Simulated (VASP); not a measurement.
Input of a VASP 6.6.1 run:

The input INCAR:

```
  PREC = Accurate
  ENCUT = 520
  EDIFF = 1E-7
  ISMEAR = 0
  SIGMA = 0.1
  LREAL = False
  LASPH = True
  NELM = 100
  ALGO = Normal
  ISIF = 2
  LWAVE = False
  LCHARG = True
  GGA = PE
  LELF = True
  LVHAR = True
  NBANDS = 14
```

The input KPOINTS:

```
Automatic mesh
0
Gamma
  14 14 14
```

Contents of POSCAR:

```
ZrB
1.0
    0.0000000000      2.4272806486      2.4272806486
    2.4272806486      0.0000000000      2.4272806486
    2.4272806486      2.4272806486      0.0000000000
Zr B
1 1
Direct
    0.0000000000      0.0000000000      0.0000000000
    0.5000000000      0.5000000000      0.5000000000
```

Potentials or basis: VASP PAW PBE potentials, release 64 (Zr_sv, B).

Run with:

```console
$ cat potpaw_PBE.64/Zr_sv/POTCAR potpaw_PBE.64/B/POTCAR > POTCAR
$ mpirun -np 1 vasp_std > vasp.out
```

Problem. Predict the pressure.

Solution. 5.3 GPa.
